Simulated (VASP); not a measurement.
Input of a VASP 6.6.1 run:

File INCAR:

```
SYSTEM = SiO2
  PREC = Accurate
  ENCUT = 600
  EDIFF = 1E-6
  ISMEAR = -1
  SIGMA = 0.08
  LREAL = .FALSE.
  LASPH = .TRUE.
  NELM = 120
  ALGO = Normal
  ISIF = 2
  LWAVE = .FALSE.
  LCHARG = .TRUE.
  LELF = .TRUE.
  LVHAR = .TRUE.
  NBANDS = 25
  GGA_COMPAT = .FALSE.
```

Contents of KPOINTS:

```
regular mesh
0
G
  8 8 11
  0 0 0
```

Contents of POSCAR:

```
SiO2
1.0
    3.8315163946      0.0000000000      0.0000000000
    0.0000000000      3.8315163946      0.0000000000
    0.0000000000      0.0000000000      2.5036737831
Si O
2 4
Direct
    0.0000000000      0.0000000000      0.0000000000
    0.5000000000      0.5000000000      0.5000000000
    0.3005901603      0.3005901603      0.0000000000
    0.6994098397      0.6994098397      0.0000000000
    0.8005901603      0.1994098397      0.5000000000
    0.1994098397      0.8005901603      0.5000000000
```

Potentials or basis: VASP PAW LDA potentials, release 64 (Si, O).

The run is started by

```sh
$ cat potpaw_LDA.64/Si/POTCAR potpaw_LDA.64/O/POTCAR > POTCAR
$ mpirun -np 1 vasp_std > vasp.out
```

(1) Estimate the pressure.

(2) What does it give for the band gap on the k mesh?

Answers

(1) 115.7 GPa.

(2) 6.74 eV.

Caveat: the cell stands under pressure; an odd mesh through Γ misses points on the zone boundary, where band edges can lie.
